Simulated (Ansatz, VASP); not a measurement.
One calculation of TaN, two programs

INCAR

```
SYSTEM = TaN
ALGO = Normal
EDIFF = 1E-6
ENCUT = 520
GGA = PE
ISIF = 2
ISMEAR = -1
LASPH = .True.
LCHARG = .True.
LELF = .True.
LREAL = .False.
LVHAR = .True.
LWAVE = .False.
NBANDS = 15
NELM = 80
PREC = Accurate
SIGMA = 0.02
```

Contents of KPOINTS:

```
k-points
0
Gamma
  9 9 9
  0 0 0
```

The input POSCAR:

```
TaN
1.0
    0.0000000000      2.1643753983      2.1643753983
    2.1643753983      0.0000000000      2.1643753983
    2.1643753983      2.1643753983      0.0000000000
Ta N
1 1
Direct
    0.5000000000      0.5000000000      0.5000000000
    0.0000000000      0.0000000000      0.0000000000
```

Input for Ansatz:

```yaml
crystal:
  lattice:
    - [0.0, 2.1643753983, 2.1643753983]
    - [2.1643753983, 0.0, 2.1643753983]
    - [2.1643753983, 2.1643753983, 0.0]
  atoms:
    - { symbol: Ta, position: [0.5, 0.5, 0.5] }
    - { symbol: "N", position: [0.0, 0.0, 0.0] }
kpoints:
  mp_grid: { grid: [9, 9, 9] }
scf:
  occupations: { method: fermi_dirac, width: 0.02 }
hamiltonian:
  xc: pbe
  pseudopotentials: { kind: all_electron, lapw: { basis_error: 0.0005 } }
output:
  forces: true
  stress: true
  eigenvalues: true
```

Change from the starting cell: volume scaled by 0.98.

Alike in both runs: task single point; functional PBE; k mesh 9 × 9 × 9; occupations fermi-dirac, width 0.02 eV; no spin polarisation.

|  | VASP | Ansatz |
| --- | --- | --- |
| version | VASP 6.6.1 | Ansatz 0.2.0 |
| potentials or method | VASP PAW PBE potentials, release 64 (Ta_pv, N), cutoff 520 eV | all-electron LAPW, scalar-relativistic |

```tsv
	VASP	Ansatz	Ansatz less VASP
pressure (GPa)	23.8	22.7	-1.07
```

Ansatz ran all-electron here, and VASP with PAW potentials.

Spin-orbit coupling is off throughout.
